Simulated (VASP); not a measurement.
Wanted: the native input for a VASP 6.6.1 run.

* Task: single point
* Functional: r2SCAN
* Potentials or basis: VASP PAW PBE potentials, release 64 (Sn_d, O)
* Cutoff: 520 eV
* k mesh: 6 × 6 × 8
* Occupations: gaussian, width 0.02 eV
* Spin: no spin polarisation
* Dipole correction: no
* Further INCAR settings: ALGO = Normal; EDIFF = 1e-06; NBANDS = 35

The system is SnO2.

```
CELL_PARAMETERS angstrom
4.70118 0.00000 0.00000
0.00000 4.70138 0.00000
0.00000 0.00000 3.18265
ATOMIC_POSITIONS crystal
Sn 0.50000 0.50000 0.50000
Sn 0.00000 0.00000 0.00000
O 0.30540 0.30548 0.00000
O 0.80540 0.19452 0.50000
O 0.19460 0.80548 0.50000
O 0.69460 0.69452 0.00000
```

One way to write it, as run:

POSCAR

```
SnO2
1.0
    4.7011804950      0.0000000000      0.0000000000
    0.0000000000      4.7013787671      0.0000000000
    0.0000000000      0.0000000000      3.1826476710
Sn O
2 4
Direct
    0.5000000000      0.5000000000      0.5000000000
    0.0000000000      0.0000000000      0.0000000000
    0.3054014549      0.3054754442      0.0000000000
    0.8054014549      0.1945245558      0.5000000000
    0.1945985451      0.8054754442      0.5000000000
    0.6945985451      0.6945245558      0.0000000000
```

INCAR.step1

```
  ALGO = Normal
  EDIFF = 1E-4
  ENCUT = 520
  GGA = PE
  ISMEAR = 0
  LASPH = True
  LCHARG = False
  LREAL = False
  LWAVE = True
  NBANDS = 35
  NELM = 60
  PREC = Accurate
  SIGMA = 0.02
```

INCAR.step2

```
  ALGO = Normal
  EDIFF = 1E-6
  ENCUT = 520
  ISIF = 2
  ISMEAR = 0
  ISTART = 1
  LASPH = True
  LCHARG = False
  LMIXTAU = True
  LREAL = False
  LWAVE = False
  METAGGA = R2SCAN
  NBANDS = 35
  NELM = 60
  PREC = Accurate
  SIGMA = 0.02
```

KPOINTS

```
k-points
0
Gamma
  6 6 8
```

Potentials or basis: VASP PAW PBE potentials, release 64 (Sn_d, O).

Launch:

```sh
$ cat potpaw_PBE.64/Sn_d/POTCAR potpaw_PBE.64/O/POTCAR > POTCAR
$ cp INCAR.step1 INCAR
$ mpirun -np 1 vasp_std > vasp.out
$ cp INCAR.step2 INCAR
$ mpirun -np 1 vasp_std > vasp.out
```

Results of the run:

```json
{"Pressure": "7.9 GPa", "Largest force": "0.023 eV/Å", "Band gap on the k mesh": "2.14 eV"}
```

Caveat: the cell stands under pressure; the PAW data sets were made with another functional, which shifts forces and pressure a little; spin-orbit coupling is left out, which moves the levels of the heavy elements.

It took 20 min on 1 thread of Intel Xeon 8259CL, on a shared host, peak memory 0.25 GiB.
